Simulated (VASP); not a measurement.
ZnS, 2 atoms in the cell. The structure is cubic, space group F-43m (No. 216). The conventional cell has a = 5.294 Å, b = 5.294 Å, c = 5.294 Å, α = 90.00°, β = 90.00°, γ = 90.00°. Zn (site symmetry -43m) has 4 S at 2.29 Å within 3.0 Å. S (site symmetry -43m) has 4 Zn at 2.29 Å within 3.0 Å. 

- Program: VASP 6.6.1
- Task: single point
- Functional: PBEsol
- Potentials or basis: VASP PAW PBE potentials, release 64 (Zn, S)
- Cutoff: 500 eV
- k mesh: 6 × 6 × 6
- Occupations: gaussian, width 0.01 eV
- Spin: no spin polarisation
- Dipole correction: no
- Further INCAR settings: ALGO = Normal; EDIFF = 1e-06; NBANDS = 16

Potentials or basis: VASP PAW PBE potentials, release 64 (Zn, S).

Launch:

```bash
$ cat potpaw_PBE.64/Zn/POTCAR potpaw_PBE.64/S/POTCAR > POTCAR
$ mpirun -np 1 vasp_std > vasp.out
```

Hardware: 1 thread of Intel Xeon 8259CL, with other jobs on the host.

Task: How long does it take, and how much memory?

Result: Wall time 17 s on 1 thread of Intel Xeon 8259CL, on a shared host, peak memory 0.15 GiB. Counts: scf iterations 12, k points 16.
